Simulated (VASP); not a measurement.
La: single point with PBE

The system is La.

```
CELL_PARAMETERS angstrom
3.29592 0.00000 0.00000
-1.64796 2.85435 0.00000
0.00000 0.00000 5.48915
ATOMIC_POSITIONS crystal
La 0.33333 0.66667 0.25000
La 0.66667 0.33333 0.75000
```

```json
{"Program": "VASP 6.6.1", "Task": "single point", "Functional": "PBE", "Potentials or basis": "VASP PAW PBE potentials, release 64 (La)", "Cutoff": "520 eV", "k mesh": "13 × 13 × 7", "Occupations": "fermi-dirac, width 0.1 eV", "Spin": "no spin polarisation", "Dipole correction": "no", "Further INCAR settings": "ALGO = Normal; EDIFF = 1e-06; NBANDS = 18"}
```

```
Pressure               : 15.0 GPa
Band gap on the k mesh : zero (band 11 reaches 12.86 eV, above the bottom of band 12 at 11.07 eV)
```

Stress tensor (GPa, compression positive):
```
15.00  0.00  0.00
 0.00 15.00  0.00
 0.00  0.00 15.08
```

Levels at points of the mesh, in eV from the Fermi level:
| k point | band 9 | band 10 | band 11 | band 12 | band 13 | band 14 |
| --- | --- | --- | --- | --- | --- | --- |
| (0.00, 0.00, 0.00) | -2.31 | -2.06 | 0.88 | 1.53 | 1.53 | 1.79 |

Wall time 100 s on 1 thread of Intel Xeon 6975P-C, with other jobs on the host, peak memory 0.23 GiB.

Caveat: spin-orbit coupling is left out, which moves the levels of the heavy elements.
